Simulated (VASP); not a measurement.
## SnSe2: single point with PBE+D3(BJ)

SnSe2:

```xyz
3
Lattice="3.8110 0.0000 0.0000 -1.9055 3.3004 0.0000 0.0000 0.0000 6.1370" Properties=species:S:1:pos:R:3 pbc="T T T"
Sn    0.0000    0.0000    0.0000
Se   -0.0354    2.1649    1.5342
Se    1.9409    1.1355    4.6027
```

This cell differs from its parent crystal: atoms displaced along a vibrational mode.

| Property | Result |
| --- | --- |
| Program | VASP 6.6.1 |
| Task | single point |
| Functional | PBE |
| Dispersion | D3(BJ) |
| Potentials or basis | VASP PAW PBE potentials, release 64 (Sn_d, Se) |
| Cutoff | 520 eV |
| k mesh | 12 × 12 × 6 |
| Occupations | gaussian, width 0.05 eV |
| Spin | no spin polarisation |

```yaml
Pressure: 3.1 GPa
Largest_force: 0.804 eV/Å
Band_gap_on_the_k_mesh: 0.62 eV (least direct gap 1.09 eV)
Dispersion_energy_per_atom: -0.361 eV
```

Forces in eV/Å, atoms in the order of the input:
```
Sn   0.000  0.000  0.000
Se   0.172  0.176  0.765
Se  -0.172 -0.176 -0.765
```

Stress tensor (GPa, compression positive):
```
 2.40 -0.23  0.90
-0.23  2.85  0.93
 0.90  0.93  4.09
```

Levels at points of the mesh, in eV from the valence-band top:
```csv
k point,band 9,band 10,band 11,band 12,band 13,band 14,band 15,band 16,band 17,band 18
"(0.00, 0.00, 0.00)",-0.90,-0.57,-0.45,-0.42,-0.06,1.03,2.90,4.42,4.77,8.06
"(0.50, 0.00, 0.00)",-4.54,-2.86,-2.75,-1.44,-0.39,1.11,3.72,5.42,5.55,6.96
"(0.00, 0.50, 0.00)",-4.51,-3.06,-2.67,-1.13,-0.34,1.11,3.72,5.26,5.42,7.34
"(0.50, 0.50, 0.00)",-4.52,-3.02,-2.67,-1.22,-0.36,1.13,3.70,5.34,5.45,7.24
"(0.00, 0.00, 0.50)",-2.12,-0.97,-0.69,-0.29,-0.27,2.40,2.87,4.17,4.48,8.08
"(0.50, 0.00, 0.50)",-5.00,-2.59,-1.94,-0.83,-0.76,0.66,4.02,4.69,5.83,6.29
"(0.00, 0.50, 0.50)",-4.95,-2.52,-2.10,-0.97,-0.71,0.91,4.29,4.83,5.73,6.31
"(0.50, 0.50, 0.50)",-4.96,-2.55,-2.04,-0.96,-0.70,0.85,4.20,4.78,5.76,6.34
```

It took 3.9 min on 1 thread of Intel(R) Xeon(R) 6975P-C (Granite Rapids), on a shared host, peak memory 0.71 GiB.

Caveat: the cell differs from its parent crystal (atoms displaced along a vibrational mode); the cell stands under pressure; spin-orbit coupling is left out, which moves the levels of the heavy elements. A k mesh can miss the band edges.
